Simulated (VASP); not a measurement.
# GaN (F-43m) in VASP: notebook

Runs on GaN. Level: PBE. Tasks: vibrations by perturbation theory.

Everything below comes from runs of VASP 6.6.1. Logs are shortened: lines on timing, memory, paths and dates and some standing lists are left out, and cuts for length are marked.

### Step 1. The cell of the first run

It takes space group F-43m (No. 216, cubic). Conventional cell: a = 4.579 Å, b = 4.579 Å, c = 4.579 Å, α = 90.00°, β = 90.00°, γ = 90.00°. Ga (site symmetry -43m) has 4 N at 1.98 Å within 2.6 Å. N (site symmetry -43m) has 4 Ga at 1.98 Å within 2.6 Å.

### Step 2. Vibrations by perturbation theory, PBE (phonons at volume x 1.02)

The input, INCAR:

```
SYSTEM = GaN
ALGO     = Normal         ! electronic algorithm
EDIFF    = 1E-8           ! SCF threshold, eV
ENCUT    = 520            ! plane-wave cutoff, eV
GGA      = PE             ! functional
IBRION   = 8              ! ionic algorithm
ISIF     = 2              ! what is computed and relaxed
ISMEAR   = 0              ! smearing method
LASPH    = .True.         ! aspherical terms in the spheres
LCHARG   = .False.        ! write CHGCAR
LEPSILON = .True.         ! dielectric tensor by DFPT
LREAL    = .False.        ! projectors in reciprocal space
LWAVE    = .False.        ! write WAVECAR
NBANDS   = 16             ! bands
NELM     = 100            ! most SCF steps
NSW      = 1              ! ionic steps
PREC     = Accurate       ! precision mode
SIGMA    = 0.01           ! smearing width, eV
```

The input, KPOINTS:

```
k-points
0
Gamma
  10 10 10
  0 0 0
```

The input, POSCAR:

```
GaN
1.0
    0.0000000000      2.2893001201      2.2893001201
    2.2893001201      0.0000000000      2.2893001201
    2.2893001201      2.2893001201      0.0000000000
Ga N
1 1
Direct
    0.0000000000      0.0000000000      0.0000000000
    0.7500000000      0.7500000000      0.7500000000
```

Potentials or basis: VASP PAW PBE potentials, release 64 (Ga_d, N).

Command:

```sh
> cat potpaw_PBE.64/Ga_d/POTCAR potpaw_PBE.64/N/POTCAR > POTCAR
> mpirun -np 1 vasp_std > vasp.out
```

OUTCAR:

```text
SYSTEM = GaN
   EDIFF = 1E-8
   ENCUT = 520
   GGA = PE
   IBRION = 8
   ISIF = 2
   ISMEAR = 0
   LASPH = .True.
   LEPSILON = .True.
   LREAL = .False.
   NELM = 100
   NSW = 1
   PREC = Accurate

 ion  position               nearest neighbor table
   1  0.000  0.000  0.000-   2 1.98   2 1.98   2 1.98   2 1.98
   2  0.750  0.750  0.750-   1 1.98   1 1.98   1 1.98   1 1.98

  LATTYP: Found a face centered cubic cell.
 ALAT       =     4.5786002402

  Lattice vectors:

 A1 = (   0.0000000000,   2.2893001201,   2.2893001201)
 A2 = (   2.2893001201,   0.0000000000,   2.2893001201)
 A3 = (   2.2893001201,   2.2893001201,   0.0000000000)

Analysis of symmetry for initial positions (statically):
=====================================================================
 Subroutine PRICEL returns:
 Original cell was already a primitive cell.

 Routine SETGRP: Setting up the symmetry group for a
 face centered cubic supercell.

 Subroutine GETGRP returns: Found 24 space group operations
 (whereof 24 operations were pure point group operations)
 out of a pool of 48 trial point group operations.

The static configuration has the point symmetry T_d .

Analysis of symmetry for dynamics (positions and initial velocities):
=====================================================================
 Subroutine PRICEL returns:
 Original cell was already a primitive cell.

 Routine SETGRP: Setting up the symmetry group for a
 face centered cubic supercell.

 Subroutine GETGRP returns: Found 24 space group operations
 (whereof 24 operations were pure point group operations)
 out of a pool of 48 trial point group operations.

The dynamic configuration has the point symmetry T_d .

 Subroutine INISYM returns: Found 24 space group operations
 (whereof 24 operations are pure point group operations),
 and found     1 'primitive' translations

[... 688 lines left out ...]
     0.00000  6.03891 -0.00467

 MACROSCOPIC STATIC DIELECTRIC TENSOR (including local field effects in DFT)
 ------------------------------------------------------
           6.448306     0.000000     0.000000
           0.000000     6.448306     0.000000
          -0.000000     0.000000     6.448306
 ------------------------------------------------------

 PIEZOELECTRIC TENSOR (including local field effects)  for field in x, y, z        (e  Angst)
          XX          YY          ZZ          XY          YZ          ZX
  --------------------------------------------------------------------------------
  x     0.00000     0.00000     0.00000     0.00000     1.56156     0.00000
  y     0.00000    -0.00000     0.00000     0.00000     0.00000     1.56156
  z     0.00000     0.00000     0.00000     1.56156     0.00000     0.00000

 PIEZOELECTRIC TENSOR (including local field effects)  for field in x, y, z        (C/m^2)
          XX          YY          ZZ          XY          YZ          ZX
  --------------------------------------------------------------------------------
  x     0.00000     0.00000     0.00000     0.00000     1.04263     0.00000
  y     0.00000    -0.00000     0.00000     0.00000     0.00000     1.04263
  z     0.00000     0.00000     0.00000     1.04263     0.00000     0.00000

 BORN EFFECTIVE CHARGES (including local field effects) (in |e|, cummulative output)
 ---------------------------------------------------------------------------------
 ion    1
    1     2.69512    -0.00000     0.00000
    2     0.00000     2.69512    -0.00000
    3     0.00000    -0.00000     2.69512
 ion    2
    1    -2.69512     0.00000    -0.00000
    2     0.00000    -2.69512     0.00000
    3     0.00000     0.00000    -2.69512

 INTERNAL STRAIN TENSOR FOR ION    2 for displacements in x,y,z  (eV/Angst):
          X           Y           Z          XY          YZ          ZX
  --------------------------------------------------------------------------------
  x     0.00000     0.00000     0.00000     0.00000     6.03891     0.00000
  y     0.00000     0.00000     0.00000     0.00000     0.00000     6.03891
  z     0.00000     0.00000     0.00000     6.03891     0.00000     0.00000

 SECOND DERIVATIVES (NOT SYMMETRIZED)
 ------------------------------------
               1X          1Y          1Z          2X          2Y          2Z
  1X   -10.625726    0.000000    0.000000   10.625726    0.000000    0.000000
  1Y     0.000000  -10.625726    0.000000    0.000000   10.625726    0.000000
  1Z     0.000000    0.000000  -10.625726    0.000000    0.000000   10.625726
  2X    10.635646    0.000000    0.000000  -10.635646    0.000000    0.000000
  2Y     0.000000   10.635646    0.000000    0.000000  -10.635646    0.000000
  2Z     0.000000    0.000000   10.635646    0.000000    0.000000  -10.635646

 Eigenvectors and eigenvalues of the dynamical matrix
 ----------------------------------------------------

   1 f  =   14.929877 THz    93.807183 2PiTHz  498.007088 cm-1    61.744982 meV
             X         Y         Z           dx          dy          dz
      0.000000  0.000000  0.000000     0.408776   -0.000000   -0.000000
      3.433950  3.433950  3.433950    -0.912635   -0.000000   -0.000000
[... 21 lines left out ...]
   6 f/i=    0.002599 THz     0.016329 2PiTHz    0.086690 cm-1     0.010748 meV
             X         Y         Z           dx          dy          dz
      0.000000  0.000000  0.000000    -0.031563    0.544496    0.731731
      3.433950  3.433950  3.433950    -0.014137    0.243884    0.327748

--------------------------------------------------------------------------------------------------------

 MACROSCOPIC STATIC DIELECTRIC TENSOR IONIC CONTRIBUTION
 ------------------------------------------------------
           5.152537    -0.000000     0.000000
          -0.000000     5.152537    -0.000000
           0.000000    -0.000000     5.152537
 ------------------------------------------------------

 ELASTIC MODULI CONTR FROM IONIC RELAXATION (kBar)
 Direction    XX          YY          ZZ          XY          YZ          ZX
 --------------------------------------------------------------------------------
 XX          -0.0000     -0.0000     -0.0000      0.0000      0.0000     -0.0000
 YY          -0.0000     -0.0000     -0.0000      0.0000      0.0000     -0.0000
 ZZ          -0.0000     -0.0000     -0.0000      0.0000      0.0000     -0.0000
 XY           0.0000      0.0000      0.0000   -208.0387      0.0000      0.0000
 YZ           0.0000      0.0000      0.0000      0.0000   -208.0387      0.0000
 ZX          -0.0000     -0.0000     -0.0000      0.0000      0.0000   -208.0387
 --------------------------------------------------------------------------------

 PIEZOELECTRIC TENSOR IONIC CONTR  for field in x, y, z        (C/m^2)
          XX          YY          ZZ          XY          YZ          ZX
  --------------------------------------------------------------------------------
  x     0.00000     0.00000     0.00000    -0.00000    -0.97422     0.00000
  y    -0.00000    -0.00000    -0.00000     0.00000     0.00000    -0.97422
  z     0.00000     0.00000     0.00000    -0.97422     0.00000     0.00000
```

OSZICAR:

```text
N       E                     dE             d eps       ncg     rms          rms(c)
DAV:   1     0.834817647696E+02    0.83482E+02   -0.92996E+03  1688   0.203E+03
DAV:   2    -0.809023954992E+01   -0.91572E+02   -0.85515E+02  1768   0.334E+02
DAV:   3    -0.140088429110E+02   -0.59186E+01   -0.58999E+01  1720   0.708E+01
[... 184 lines left out ...]
RMM:   8    -0.232402773216E+00   -0.17628E-05   -0.81153E-10 11007   0.580E-04    0.411E-05
RMM:   9    -0.232402625026E+00    0.14819E-06    0.84832E-11 10970   0.187E-04    0.616E-06
RMM:  10    -0.232402545468E+00    0.79559E-07    0.46459E-11 11368   0.518E-05    0.370E-06
RMM:  11    -0.232402579976E+00   -0.34508E-07   -0.48198E-11 10961   0.170E-05    0.659E-07
RMM:  12    -0.232402584802E+00   -0.48261E-08   -0.39917E-11 10270   0.604E-06    0.254E-07
 Linear response finished
```

It took 8.1 min on 1 thread of AMD EPYC 7R43 (Zen 3), shared host; peak memory 0.24 GiB.

Results:

```yaml
Electronic_dielectric_tensor_diagonal: 6.45
Born_charges_mean_of_the_diagonal: Ga +2.70; N -2.70 e
Highest_phonon_frequency_at_Γ_LO-TO_splitting_left_out: 498 cm⁻¹
```

Phonon frequencies in cm⁻¹ (negative: imaginary):
```tsv
q point	frequencies
(0.000, 0.000, 0.000)	0 0 0 498 498 498
```

Electronic dielectric tensor:
```
6.45 0.00 0.00
0.00 6.45 0.00
0.00 0.00 6.45
```

Born effective charge tensors (e):
atom 1, Ga
```
2.70 0.00 0.00
0.00 2.70 0.00
0.00 0.00 2.70
```
atom 2, N
```
-2.70  0.00  0.00
 0.00 -2.70  0.00
 0.00  0.00 -2.70
```

Caveat: the cell differs from its parent crystal (phonons at volume x 1.02); the cell wasn't relaxed at this level first, which shifts response properties.

### Step 3. Vibrations by perturbation theory, PBE

This run uses another cell than the first one, of 10.00 Å³/atom, 0.833 times its volume.

The input, INCAR:

```
  ALGO = Normal
  EDIFF = 1E-8
  ENCUT = 520
  GGA = PE
  IBRION = 8
  ISIF = 2
  ISMEAR = 0
  LASPH = True
  LCHARG = False
  LEPSILON = True
  LREAL = False
  LWAVE = False
  NELM = 60
  NSW = 1
  PREC = Accurate
  SIGMA = 0.01
```

The input, KPOINTS:

```
k-points
0
Gamma
  10 10 10
```

The input, POSCAR:

```
GaN
1.0
    0.0000000000      2.1541441301      2.1541441301
    2.1541441301      0.0000000000      2.1541441301
    2.1541441301      2.1541441301      0.0000000000
Ga N
1 1
Direct
    0.0000000000      0.0000000000      0.0000000000
    0.7500000000      0.7500000000      0.7500000000
```

Potentials or basis: VASP PAW PBE potentials, release 64 (Ga_d, N).

Command:

```sh
> cat potpaw_PBE.64/Ga_d/POTCAR potpaw_PBE.64/N/POTCAR > POTCAR
> mpirun -np 1 vasp_std > vasp.out
```

OUTCAR:

```text
EDIFF = 1E-8
   ENCUT = 520
   GGA = PE
   IBRION = 8
   ISIF = 2
   ISMEAR = 0
   LASPH = True
   LEPSILON = True
   LREAL = False
   NELM = 60
   NSW = 1
   PREC = Accurate

 ion  position               nearest neighbor table
   1  0.000  0.000  0.000-   2 1.87   2 1.87   2 1.87   2 1.87
   2  0.750  0.750  0.750-   1 1.87   1 1.87   1 1.87   1 1.87

  LATTYP: Found a face centered cubic cell.
 ALAT       =     4.3082882602

  Lattice vectors:

 A1 = (   0.0000000000,   2.1541441301,   2.1541441301)
 A2 = (   2.1541441301,   0.0000000000,   2.1541441301)
 A3 = (   2.1541441301,   2.1541441301,   0.0000000000)

Analysis of symmetry for initial positions (statically):
=====================================================================
 Subroutine PRICEL returns:
 Original cell was already a primitive cell.

 Routine SETGRP: Setting up the symmetry group for a
 face centered cubic supercell.

 Subroutine GETGRP returns: Found 24 space group operations
 (whereof 24 operations were pure point group operations)
 out of a pool of 48 trial point group operations.

The static configuration has the point symmetry T_d .

Analysis of symmetry for dynamics (positions and initial velocities):
=====================================================================
 Subroutine PRICEL returns:
 Original cell was already a primitive cell.

 Routine SETGRP: Setting up the symmetry group for a
 face centered cubic supercell.

 Subroutine GETGRP returns: Found 24 space group operations
[... 642 lines left out ...]
          XX          YY          ZZ          XY          YZ          ZX
  --------------------------------------------------------------------------------
  x    -0.00000     0.00000     0.00000     0.00000     1.00596     0.00000
  y     0.00000     0.00000     0.00000     0.00000     0.00000     1.00596
  z     0.00000     0.00000    -0.00000     1.00596     0.00000     0.00000

 BORN EFFECTIVE CHARGES (including local field effects) (in |e|, cummulative output)
 ---------------------------------------------------------------------------------
 ion    1
    1     2.59634     0.00000     0.00000
    2     0.00000     2.59634     0.00000
    3    -0.00000    -0.00000     2.59634
 ion    2
    1    -2.59634    -0.00000    -0.00000
    2     0.00000    -2.59634    -0.00000
    3     0.00000     0.00000    -2.59634

 INTERNAL STRAIN TENSOR FOR ION    2 for displacements in x,y,z  (eV/Angst):
          X           Y           Z          XY          YZ          ZX
  --------------------------------------------------------------------------------
  x     0.00000    -0.00000    -0.00000     0.00000    17.01891     0.00000
  y     0.00000     0.00000     0.00000     0.00000     0.00000    17.01891
  z    -0.00000    -0.00000     0.00000    17.01891     0.00000     0.00000

 SECOND DERIVATIVES (NOT SYMMETRIZED)
 ------------------------------------
               1X          1Y          1Z          2X          2Y          2Z
  1X   -17.971314    0.000000    0.000000   17.971314    0.000000    0.000000
  1Y     0.000000  -17.971314    0.000000    0.000000   17.971314    0.000000
  1Z     0.000000    0.000000  -17.971314    0.000000    0.000000   17.971314
  2X    17.988083    0.000000    0.000000  -17.988083    0.000000    0.000000
  2Y     0.000000   17.988083    0.000000    0.000000  -17.988083    0.000000
  2Z     0.000000    0.000000   17.988083    0.000000    0.000000  -17.988083

 Eigenvectors and eigenvalues of the dynamical matrix
 ----------------------------------------------------

   1 f  =   19.416312 THz   121.996286 2PiTHz  647.658452 cm-1    80.299378 meV
             X         Y         Z           dx          dy          dz
      0.000000  0.000000  0.000000     0.000000    0.408776    0.000000
      3.231216  3.231216  3.231216     0.000000   -0.912635    0.000000
[... 21 lines left out ...]
   6 f/i=    0.003378 THz     0.021224 2PiTHz    0.112673 cm-1     0.013970 meV
             X         Y         Z           dx          dy          dz
      0.000000  0.000000  0.000000     0.000000   -0.912635    0.000000
      3.231216  3.231216  3.231216     0.000000   -0.408776    0.000000

--------------------------------------------------------------------------------------------------------

 MACROSCOPIC STATIC DIELECTRIC TENSOR IONIC CONTRIBUTION
 ------------------------------------------------------
           3.393525     0.000000     0.000000
           0.000000     3.393525     0.000000
           0.000000     0.000000     3.393525
 ------------------------------------------------------

 ELASTIC MODULI CONTR FROM IONIC RELAXATION (kBar)
 Direction    XX          YY          ZZ          XY          YZ          ZX
 --------------------------------------------------------------------------------
 XX          -0.0000     -0.0000      0.0000      0.0000     -0.0000     -0.0000
 YY          -0.0000     -0.0000     -0.0000      0.0000      0.0000      0.0000
 ZZ           0.0000     -0.0000     -0.0000     -0.0000      0.0000     -0.0000
 XY           0.0000      0.0000     -0.0000  -1238.2264      0.0000      0.0000
 YZ          -0.0000      0.0000      0.0000      0.0000  -1238.2264      0.0000
 ZX          -0.0000      0.0000     -0.0000      0.0000      0.0000  -1238.2264
 --------------------------------------------------------------------------------

 PIEZOELECTRIC TENSOR IONIC CONTR  for field in x, y, z        (C/m^2)
          XX          YY          ZZ          XY          YZ          ZX
  --------------------------------------------------------------------------------
  x    -0.00000     0.00000     0.00000    -0.00000    -1.92885    -0.00000
  y    -0.00000     0.00000    -0.00000    -0.00000     0.00000    -1.92885
  z     0.00000     0.00000    -0.00000    -1.92885     0.00000     0.00000
```

stdout:

```text
POSCAR found type information on POSCAR GaN
 POSCAR found :  2 types and       2 ions
 scaLAPACK will be used
 LDA part: xc-table for (Slater+PW92), standard interpolation
 POSCAR, INCAR and KPOINTS ok, starting setup
 FFT: planning ... GRIDC
 FFT: planning ... GRID_SOFT
[... 101 lines left out ...]
 onal to |phi(0)> (1.047950333015191E-004,-2.609024107869118E-015)
 LRF_COMMUTATOR internal error: the vector H(1)-e(1) S(1) |phi(0)> is not orthog
 onal to |phi(0)> (-1.154798255888489E-004,-5.200700980978468E-015)
 LRF_COMMUTATOR internal error: the vector H(1)-e(1) S(1) |phi(0)> is not orthog
 onal to |phi(0)> (1.260444519529669E-004,-7.965850201685498E-015)
 LRF_COMMUTATOR internal error: the vector H(1)-e(1) S(1) |phi(0)> is not orthog
 onal to |phi(0)> (-1.156387930721994E-004,3.278627369596165E-016)
 LRF_COMMUTATOR internal error: the vector H(1)-e(1) S(1) |phi(0)> is not orthog
 onal to |phi(0)> (1.781790130814809E-004,4.274358644806853E-015)
 LRF_COMMUTATOR internal error
```

Run time: 3.5 min. Hardware: 1 thread of Intel Xeon Platinum 8375C at 2.90GHz (Ice Lake), shared host; peak memory 0.24 GiB.

Results:

* Electronic dielectric tensor (diagonal): 5.29
* Born charges (mean of the diagonal): Ga +2.60; N -2.60 e
* Highest phonon frequency at Γ, LO-TO splitting left out: 648 cm⁻¹

Phonon frequencies in cm⁻¹ (negative: imaginary):
| q point | frequencies |
| --- | --- |
| (0.000, 0.000, 0.000) | 0 0 0 648 648 648 |

Electronic dielectric tensor:
```
5.29 0.00 0.00
0.00 5.29 0.00
0.00 0.00 5.29
```

Born effective charge tensors (e):
atom 1, Ga
```
2.60 0.00 0.00
0.00 2.60 0.00
0.00 0.00 2.60
```
atom 2, N
```
-2.60  0.00  0.00
 0.00 -2.60  0.00
 0.00  0.00 -2.60
```

Caveat: the cell wasn't relaxed at this level first, which shifts response properties.
